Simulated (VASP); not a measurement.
Here is a VASP 6.6.1 calculation.

The input INCAR:

```
  PREC = Accurate
  ENCUT = 520
  EDIFF = 1E-8
  ISMEAR = -1
  SIGMA = 0.08
  LREAL = False
  LASPH = True
  NELM = 80
  ALGO = Normal
  ISIF = 2
  LWAVE = False
  LCHARG = False
  GGA = PE
  LEFG = True
  NBANDS = 14
```

KPOINTS

```
Automatic mesh
0
Gamma
  11 11 11
```

Contents of POSCAR:

```
NaI
1.0
    0.0000000000      3.2642389549      3.2642389549
    3.2642389549      0.0000000000      3.2642389549
    3.2642389549      3.2642389549      0.0000000000
Na I
1 1
Direct
    0.0000000000      0.0000000000      0.0000000000
    0.5000000000      0.5000000000      0.5173299200
```

Potentials or basis: VASP PAW PBE potentials, release 64 (Na_pv, I).

Run with:

```console
$ cat potpaw_PBE.64/Na_pv/POTCAR potpaw_PBE.64/I/POTCAR > POTCAR
$ mpirun -np 1 vasp_std > vasp.out
```

Question: Estimate the largest force.

Answer: 0.062 eV/Å.

Question: Estimate the pressure.

Answer: 0.0 GPa.

Electric field gradients, principal values (V/Å²):
```tsv
atom	least	middle	greatest (by size)
1 Na	0.046	0.092	-0.139
2 I	0.034	0.349	-0.383
```

Caveat: the cell differs from its parent crystal (atom 2 (I) moved by [0.056569, 0.056569, 0.0] A); without QUAD_EFG the Cq values of the log hold for a quadrupole moment of 1 mb, not for the nuclei.
